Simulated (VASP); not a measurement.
Crystal: Si.

```
Si
1.0
     3.83213    0.00000    0.00000
    -1.91606    3.31872    0.00000
     0.00000    0.00000    6.34122
Si
4
Cartesian
  0.0000 2.2125 0.0036
  1.9161 1.1062 3.1742
  0.0000 2.2125 2.3744
  1.9161 1.1062 5.5450
```

Base run:

- Program: VASP 6.6.1
- Functional: HSE06
- Potentials or basis: VASP PAW PBE potentials, release 64 (Si)
- Cutoff: 520 eV
- k mesh: 6 × 6 × 4
- Occupations: gaussian, width 0.01 eV
- Spin: no spin polarisation

Its results: band gap on the k mesh 0.98 eV, indirect (least direct gap 1.71 eV); pressure -0.5 GPa; largest force 0.020 eV/Å.

**Question.** The run is repeated on the same cell with these changes: functional from HSE06 to PBE. What comes out?

**Answer.** Band gap on the k mesh 0.42 eV, indirect (least direct gap 1.04 eV); pressure 1.2 GPa; largest force 0.012 eV/Å.

HSE06 gives the wider gap, since exact exchange removes part of the self-interaction.

Caveats: the PAW data sets were made with another functional, which shifts forces and pressure a little (some runs).

A k mesh can miss the band edges.
